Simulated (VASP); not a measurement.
# SiO2 (P4_2/mnm) in VASP: notebook

SiO2 is run at these levels: LDA; tasks: single point.

Program: VASP 6.6.1. These are calculated values, not measurements. Logs are shortened: lines on timing, memory, paths and dates and some standing lists are left out, and cuts for length are marked.

## Step 1: The cell of the first run

Symmetry: P4_2/mnm, No. 136, tetragonal system. Conventional cell: a = 4.315 Å, b = 4.315 Å, c = 2.389 Å, α = 90.00°, β = 90.00°, γ = 90.00°. Within 2.2 Å of Si (site symmetry mmm) lie 6 O at 1.68 to 1.86 Å. O (site symmetry m2m) has 3 Si at 1.68 to 1.86 Å within 2.2 Å.

## Step 2: Single point, LDA (volume 7.413 Å^3 an atom, c/a of the conventional cell 0.5537)

INCAR

```
PREC     = Accurate       # precision mode
ENCUT    = 520            # plane-wave cutoff, eV
EDIFF    = 1E-6           # SCF threshold, eV
ISMEAR   = 0              # smearing method
SIGMA    = 0.05           # smearing width, eV
LREAL    = False          # projectors in reciprocal space
LASPH    = True           # aspherical terms in the spheres
NELM     = 60             # most SCF steps
ALGO     = Normal         # electronic algorithm
ISIF     = 2              # what is computed and relaxed
LWAVE    = False          # write WAVECAR
LCHARG   = False          # write CHGCAR
GGA      = CA             # functional
NBANDS   = 25             # bands
```

KPOINTS

```
regular mesh
0
Gamma
  6 6 10
```

POSCAR

```
SiO2
1.0
    4.3147626333      0.0000000000      0.0000000000
    0.0000000000      4.3147626333      0.0000000000
    0.0000000000      0.0000000000      2.3890840700
Si O
2 4
Direct
    0.5000000000      0.5000000000      0.5000000000
    0.0000000000      0.0000000000      0.0000000000
    0.6944252994      0.6944252994      0.0000000000
    0.1944252994      0.8055747006      0.5000000000
    0.3055747006      0.3055747006      0.0000000000
    0.8055747006      0.1944252994      0.5000000000
```

Potentials or basis: VASP PAW LDA potentials, release 64 (Si, O).

Run with:

```
$ cat potpaw_LDA.64/Si/POTCAR potpaw_LDA.64/O/POTCAR > POTCAR
$ mpirun -np 1 vasp_std > vasp.out
```

OUTCAR:

```text
PREC = Accurate
   ENCUT = 520
   EDIFF = 1E-6
   ISMEAR = 0
   LREAL = False
   LASPH = True
   NELM = 60
   ISIF = 2
   GGA = CA

 ion  position               nearest neighbor table
   1  0.500  0.500  0.500-   3 1.68   5 1.68   3 1.68   5 1.68   4 1.86   6 1.86
   2  0.000  0.000  0.000-   4 1.68   6 1.68   4 1.68   6 1.68   5 1.86   3 1.86
   3  0.694  0.694  0.000-   1 1.68   1 1.68   2 1.86
   4  0.194  0.806  0.500-   2 1.68   2 1.68   1 1.86
   5  0.306  0.306  0.000-   1 1.68   1 1.68   2 1.86
   6  0.806  0.194  0.500-   2 1.68   2 1.68   1 1.86

  LATTYP: Found a simple tetragonal cell.
 ALAT       =     4.3147626333
 C/A-ratio  =     0.5537000000

  Lattice vectors:

 A1 = (   4.3147626333,   0.0000000000,   0.0000000000)
 A2 = (   0.0000000000,   4.3147626333,   0.0000000000)
 A3 = (   0.0000000000,   0.0000000000,   2.3890840700)

Analysis of symmetry for initial positions (statically):
=====================================================================
 Subroutine PRICEL returns:
 Original cell was already a primitive cell.

 Routine SETGRP: Setting up the symmetry group for a
 simple tetragonal supercell.

 Subroutine GETGRP returns: Found 16 space group operations
 (whereof  8 operations were pure point group operations)
 out of a pool of 16 trial point group operations.

The static configuration has the point symmetry D_2h.
 The point group associated with its full space group is D_4h.

Analysis of symmetry for dynamics (positions and initial velocities):
=====================================================================
 Subroutine PRICEL returns:
 Original cell was already a primitive cell.

 Routine SETGRP: Setting up the symmetry group for a
 simple tetragonal supercell.

 Subroutine GETGRP returns: Found 16 space group operations
 (whereof  8 operations were pure point group operations)
 out of a pool of 16 trial point group operations.

The dynamic configuration has the point symmetry D_2h.
 The point group associated with its full space group is D_4h.

 Subroutine INISYM returns: Found 16 space group operations
 (whereof  8 operations are pure point group operations),
 and found     1 'primitive' translations

[... 94 lines left out ...]
   ISTART =      0    job   : 0-new  1-cont  2-samecut
   ICHARG =      2    charge: 1-file 2-atom 10-const
   ISPIN  =      1    spin polarized calculation?
   LNONCOLLINEAR =      F non collinear calculations
   LSORBIT =      F    spin-orbit coupling
   LASPH  =      T    aspherical Exc in radial PAW
   ENCUT  =  520.0 eV  38.22 Ry    6.18 a.u.   8.02  8.02  4.44*2*pi/ulx,y,z
   NELM   =     60;   NELMIN=  2; NELMDL= -5     # of ELM steps
   EDIFF  = 0.1E-05   stopping-criterion for ELM
   LREAL  =      F    real-space projection
   EDIFFG = 0.1E-04   stopping-criterion for IOM
   NSW    =      0    number of steps for IOM
   IBRION =     -1    ionic relax: 0-MD 1-quasi-New 2-CG
   NFREE  =      0    steps in history (QN), initial steepest desc. (CG)
   ISIF   =      2    stress and relaxation
   ISYM   =      2    0-nonsym 1-usesym 2-fastsym
   POTIM  = 0.5000    time-step for ionic-motion
   TEBEG  =    0.0;   TEEND  =   0.0 temperature during run
   PSTRESS=    0.0 pullay stress
   NELECT =      32.0000    total number of electrons
   NUPDOWN=      -1.0000    fix difference up-down
   EMIN   =  10.00;   EMAX   =-10.00  energy-range for DOS
   EFERMI =   0.00;   METHOD = LEGACY
   ISMEAR =     0;   SIGMA  =   0.05  broadening in eV -4-tet -1-fermi 0-gaus
   EFERMI_NEDOS =   21; number of points for ismear=-14 and -15
   IALGO  =     38    algorithm
   IMIX   =      4    mixing-type and parameters
     AMIX     =   0.40;   BMIX     =  1.00
     AMIX_MAG =   1.60;   BMIX_MAG =  1.00
  volume/ion in A,a.u.               =       7.41        50.03
  Fermi-wavevector in a.u.,A,eV,Ry     =   1.466931  2.772098 29.278201  2.151887
  Thomas-Fermi vector in A             =   2.582610
   LORBIT       =      0    0 simple, 1 ext, 2 COOP (PROOUT), +10 PAW based schemes
   GGA     = CA    functional components
   LHFCALC =     F    Hartree Fock is set to
   AEXX    =    0.0000 exact exchange contribution
   IVDW    =     0    specifies the selected vdW correction
   LEPSILON=     F    determine dielectric tensor
   LRPA    =     F    only Hartree local field effects (RPA)
 non-spin polarized calculation
 Gauss-broadening in eV      SIGMA  =   0.05
  energy-cutoff  :      520.00
  volume of cell :       44.48
 maximum number of plane-waves:      1224
   NGX = 17   NGY = 17   NGZ =  9

 number of electron      32.0000009 magnetization

 Free energy of the ion-electron system (eV)
  ---------------------------------------------------
  ext. energy  EPLUGINS =         0.00000000
  ---------------------------------------------------
  free energy    TOTEN  =       -50.65008397 eV

  energy without entropy =      -50.65008397  energy(sigma->0) =      -50.65008397

 E-fermi :   8.6240     XC(G=0): -12.9196

 val. band max:        8.3324717611   @ k =   0.0000   0.0000   0.0000
 cond. band min:      14.7336975161   @ k =   0.0000   0.0000   0.0000
 fundamental gap:      6.4012257550
 Fermi energy:         8.6240234412

 k-point     1 :       0.0000    0.0000    0.0000
  band No.  band energies     occupation
      1     -14.4876      2.00000
      2     -10.9097      2.00000
      3     -10.8658      2.00000
      4     -10.8658      2.00000
      5      -2.7100      2.00000
      6       1.0538      2.00000
[... 661 lines left out ...]
     24      22.8091      0.00000
     25      23.4514      0.00000

 [... further k-points ...]
[... 5 lines left out ...]
  --------------------------------------------------------------------------------------
  -------------------------------------------------------------------------------------
  Total       -1.7134269     -1.7134269     24.5384582     -0.0000000      0.0000000      0.0000000
  in kB      -61.7207099    -61.7207099    883.9192717     -0.0000000      0.0000000      0.0000000
  external PRESSURE =     253.4926173 kB  Pullay stress =       0.0000000 kB

 VOLUME and BASIS-vectors are now :
 -----------------------------------------------------------------------------
  energy-cutoff  :      520.00
  volume of cell :       44.48
      direct lattice vectors                 reciprocal lattice vectors
     4.314762633  0.000000000  0.000000000     0.231762459  0.000000000  0.000000000
     0.000000000  4.314762633  0.000000000     0.000000000  0.231762459  0.000000000
     0.000000000  0.000000000  2.389084070     0.000000000  0.000000000  0.418570452

 POSITION                                       TOTAL-FORCE (eV/Angst)
 -----------------------------------------------------------------------------------
      2.15738      2.15738      1.19454         0.000000      0.000000     -0.000000
      0.00000      0.00000      0.00000         0.000000      0.000000     -0.000000
      2.99628      2.99628      0.00000        -0.288542     -0.288542      0.000000
      0.83890      3.47586      1.19454        -0.288542      0.288542     -0.000000
      1.31848      1.31848      0.00000         0.288542      0.288542     -0.000000
      3.47586      0.83890      1.19454         0.288542     -0.288542      0.000000
 -----------------------------------------------------------------------------------
    total drift:                                0.000000      0.000000     -0.000000

  FREE ENERGIE OF THE ION-ELECTRON SYSTEM (eV)
  ---------------------------------------------------
  free  energy   TOTEN  =       -50.6500839709 eV

  energy  without entropy=      -50.6500839709  energy(sigma->0) =      -50.65008397
```

OSZICAR:

```text
N       E                     dE             d eps       ncg     rms          rms(c)
DAV:   1     0.129340160323E+03    0.12934E+03   -0.17850E+04  3016   0.124E+03
DAV:   2    -0.492276749499E+02   -0.17857E+03   -0.17196E+03  3705   0.284E+02
DAV:   3    -0.557080646111E+02   -0.64804E+01   -0.64556E+01  3990   0.515E+01
DAV:   4    -0.557491710049E+02   -0.41106E-01   -0.41095E-01  3559   0.477E+00
DAV:   5    -0.557495035701E+02   -0.33257E-03   -0.33252E-03  3997   0.406E-01    0.198E+01
DAV:   6    -0.507713391421E+02    0.49782E+01   -0.13061E+01  3808   0.247E+01    0.973E+00
DAV:   7    -0.506920676858E+02    0.79271E-01   -0.83766E-01  3830   0.544E+00    0.332E+00
DAV:   8    -0.506557421533E+02    0.36326E-01   -0.40672E-02  3753   0.166E+00    0.106E+00
DAV:   9    -0.506501227111E+02    0.56194E-02   -0.78002E-03  3895   0.657E-01    0.199E-01
DAV:  10    -0.506500800062E+02    0.42705E-04   -0.47783E-04  3745   0.159E-01    0.603E-02
DAV:  11    -0.506500840371E+02   -0.40309E-05   -0.30631E-05  3900   0.376E-02    0.303E-02
DAV:  12    -0.506500839709E+02    0.66276E-07   -0.34858E-06  3689   0.135E-02
   1 F= -.50650084E+02 E0= -.50650084E+02  d E =-.134175E-18
```

stdout:

```text
POSCAR found type information on POSCAR SiO
 POSCAR found :  2 types and       6 ions
 scaLAPACK will be used
 LDA part: xc-table for (Slater(with rela. corr.)+CA(PZ))
 , standard interpolation
 POSCAR, INCAR and KPOINTS ok, starting setup
 FFT: planning ... GRIDC
 FFT: planning ... GRID_SOFT
 FFT: planning ... GRID
 WAVECAR not read
 entering main loop
```

It took 55 s on 1 thread of AMD EPYC 7R13, shared host; peak memory 0.13 GiB.

Results:

```yaml
Free_energy: -50.6501 eV
Pressure: 25.3 GPa
Largest_force: 0.408 eV/Å
Band_gap_on_the_k_mesh: 6.40 eV, direct
```

Forces in eV/Å, atoms in the order of the input:
```
Si   0.000  0.000  0.000
Si   0.000  0.000  0.000
O   -0.289 -0.289  0.000
O   -0.289  0.289  0.000
O    0.289  0.289  0.000
O    0.289 -0.289  0.000
```

Stress tensor (GPa, compression positive):
```
-6.17  0.00  0.00
 0.00 -6.17  0.00
 0.00  0.00 88.39
```

 A k mesh can miss the band edges.

## Step 3: Single point, LDA (volume 7.658 Å^3 an atom, c/a of the conventional cell 0.7683)

Edit INCAR of step 2 so:

```diff
@@ -7,3 +7,3 @@
 LASPH    = True           # aspherical terms in the spheres
-NELM     = 60             # most SCF steps
+NELM     = 80             # most SCF steps
 ALGO     = Normal         # electronic algorithm
@@ -12,3 +12,2 @@
 LCHARG   = False          # write CHGCAR
-GGA      = CA             # functional
 NBANDS   = 25             # bands
```

KPOINTS is that of step 2.

Edit POSCAR of step 2 so:

```diff
@@ -2,5 +2,5 @@
 1.0
-    4.3147626333      0.0000000000      0.0000000000
-    0.0000000000      4.3147626333      0.0000000000
-    0.0000000000      0.0000000000      2.3890840700
+    3.9106247882      0.0000000000      0.0000000000
+    0.0000000000      3.9106247882      0.0000000000
+    0.0000000000      0.0000000000      3.0045330248
 Si O
```

Potentials or basis: VASP PAW LDA potentials, release 64 (Si, O).

Run with:

```
$ cat potpaw_LDA.64/Si/POTCAR potpaw_LDA.64/O/POTCAR > POTCAR
$ mpirun -np 1 vasp_std > vasp.out
```

Wall time 74 s (1 thread of AMD EPYC 7R13, shared host); peak memory 0.14 GiB.

Results (log left out):

- Free energy: -50.6634 eV
- Pressure: 0.7 GPa
- Largest force: 0.717 eV/Å
- Band gap on the k mesh: 4.63 eV, direct

Forces in eV/Å, atoms in the order of the input:
```
Si   0.000  0.000  0.000
Si   0.000  0.000  0.000
O    0.507  0.507  0.000
O    0.507 -0.507  0.000
O   -0.507 -0.507  0.000
O   -0.507  0.507  0.000
```

Stress tensor (GPa, compression positive):
```
 24.22   0.00   0.00
  0.00  24.22   0.00
  0.00   0.00 -46.41
```

Levels at points of the mesh, in eV from the valence-band top:
| k point | band 13 | band 14 | band 15 | band 16 | band 17 | band 18 | band 19 | band 20 |
| --- | --- | --- | --- | --- | --- | --- | --- | --- |
| (0.00, 0.00, 0.00) | -2.52 | -0.47 | -0.47 | 0.00 | 4.63 | 5.09 | 6.34 | 6.34 |
| (0.50, 0.00, 0.00) | -2.70 | -2.70 | -0.77 | -0.77 | 6.64 | 6.64 | 7.40 | 7.40 |
| (0.50, 0.50, 0.00) | -3.06 | -3.06 | -1.35 | -1.35 | 6.30 | 6.30 | 8.85 | 8.85 |
| (0.00, 0.00, 0.50) | -3.39 | -3.39 | -2.16 | -2.16 | 9.43 | 9.43 | 11.58 | 11.58 |
| (0.50, 0.00, 0.50) | -1.54 | -1.54 | -1.26 | -1.26 | 9.32 | 9.32 | 11.69 | 11.69 |
| (0.50, 0.50, 0.50) | -1.01 | -1.01 | -0.91 | -0.91 | 7.82 | 7.82 | 11.66 | 11.66 |

## Step 4: Single point, LDA (volume 7.658 Å^3 an atom, c/a of the conventional cell 0.6642)

INCAR

```
PREC = Accurate
ENCUT = 520
EDIFF = 1E-6
ISMEAR = 0
SIGMA = 0.05
LREAL = F
LASPH = T
NELM = 60
ALGO = Normal
ISIF = 2
LWAVE = F
LCHARG = F
NBANDS = 25
```

KPOINTS is that of step 3.

Edit POSCAR of step 3 so:

```diff
@@ -2,5 +2,5 @@
 1.0
-    3.9106247882      0.0000000000      0.0000000000
-    0.0000000000      3.9106247882      0.0000000000
-    0.0000000000      0.0000000000      3.0045330248
+    4.1050974334      0.0000000000      0.0000000000
+    0.0000000000      4.1050974334      0.0000000000
+    0.0000000000      0.0000000000      2.7266057153
 Si O
```

Run with:

```
$ cat potpaw_LDA.64/Si/POTCAR potpaw_LDA.64/O/POTCAR > POTCAR
$ mpirun -np 1 vasp_std > vasp.out
```

It took 66 s on 1 thread of AMD EPYC 7R13, shared host; peak memory 0.14 GiB.

Results (log left out):

| Item | Value |
| --- | --- |
| Free energy | -51.9164 eV |
| Pressure | -0.3 GPa |
| Largest force | 0.210 eV/Å |
| Band gap on the k mesh | 5.67 eV, direct |

Forces in eV/Å, atoms in the order of the input:
```
Si   0.000  0.000  0.000
Si   0.000  0.000  0.000
O    0.149  0.149  0.000
O    0.149 -0.149  0.000
O   -0.149 -0.149  0.000
O   -0.149  0.149  0.000
```

Stress tensor (GPa, compression positive):
```
  5.06   0.00   0.00
  0.00   5.06   0.00
  0.00   0.00 -10.97
```

Levels at points of the mesh, in eV from the valence-band top:
| k point | band 13 | band 14 | band 15 | band 16 | band 17 | band 18 | band 19 | band 20 |
| --- | --- | --- | --- | --- | --- | --- | --- | --- |
| (0.00, 0.00, 0.00) | -2.69 | -0.86 | -0.86 | 0.00 | 5.67 | 5.91 | 7.86 | 7.86 |
| (0.50, 0.00, 0.00) | -2.88 | -2.88 | -1.05 | -1.05 | 7.41 | 7.41 | 8.49 | 8.49 |
| (0.50, 0.50, 0.00) | -2.87 | -2.87 | -2.22 | -2.22 | 7.08 | 7.08 | 9.57 | 9.57 |
| (0.00, 0.00, 0.50) | -3.34 | -3.34 | -2.73 | -2.73 | 9.15 | 9.15 | 12.40 | 12.40 |
| (0.50, 0.00, 0.50) | -2.25 | -2.25 | -1.79 | -1.79 | 8.81 | 8.81 | 10.21 | 10.21 |
| (0.50, 0.50, 0.50) | -1.69 | -1.69 | -1.56 | -1.56 | 7.31 | 7.31 | 11.01 | 11.01 |

(Continued in part 2 of 2.)
